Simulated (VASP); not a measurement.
Set up this calculation in VASP 6.6.1, as the native input.

* Task: relaxation of cell and atoms
* Functional: PBEsol
* Potentials or basis: VASP PAW PBE potentials, release 64 (In_d, Se)
* Cutoff: 600 eV
* k mesh: 6 × 6 × 6
* Occupations: gaussian, width 0.01 eV
* Spin: no spin polarisation
* Dipole correction: no
* Further INCAR settings: ALGO = Normal; EDIFF = 1e-07; IBRION = 2; EDIFFG = -0.05; NSW = 80; ISIF = 3

The structure of InSe lies in POSCAR:

```
InSe
1.0
    8.7502530000      0.0000000000      0.0000000000
    7.8359939123      3.8941144014      0.0000000000
    7.8359939123      1.8397324545      3.4321292905
In Se
2 2
Direct
    0.0000000000      0.0000000000      0.0000000000
    0.1114000000      0.1114000000      0.1114000000
    0.6165000000      0.6165000000      0.6165000000
    0.8281000000      0.8281000000      0.8281000000
```

One way to write it, as run:

INCAR

```
ALGO = Normal
EDIFF = 1E-7
EDIFFG = -0.05
ENCUT = 600
GGA = PS
IBRION = 2
ISIF = 3
ISMEAR = 0
LASPH = True
LCHARG = False
LREAL = False
LWAVE = False
NELM = 100
NSW = 80
PREC = Accurate
SIGMA = 0.01
```

KPOINTS

```
k-points
0
Gamma
  6 6 6
```

Potentials or basis: VASP PAW PBE potentials, release 64 (In_d, Se).

Launch:

```console
$ cat potpaw_PBE.64/In_d/POTCAR potpaw_PBE.64/Se/POTCAR > POTCAR
$ mpirun -np 1 vasp_std > vasp.out
```

It gave:

The relaxed volume is 29.25 Å³/atom and the relaxed cell is a = 8.703 Å, b = 8.703 Å, c = 8.703 Å, α = 26.66°, β = 26.66°, γ = 26.66°. The space group after relaxing (to 0.1 Å) is R3m (No. 160). The energy gained by relaxing is 1.7 meV/atom. The ionic steps are 4. The pressure after relaxing is 0.0 GPa, the largest force after relaxing is 0.006 eV/Å and the band gap on the k mesh is 0.32 eV.

Caveat: the PAW data sets were made with another functional, which shifts forces and pressure a little; spin-orbit coupling is left out, which moves the levels of the heavy elements.

Wall time 35 min on 1 thread of Intel Xeon 8259CL, on a shared host, peak memory 0.79 GiB.
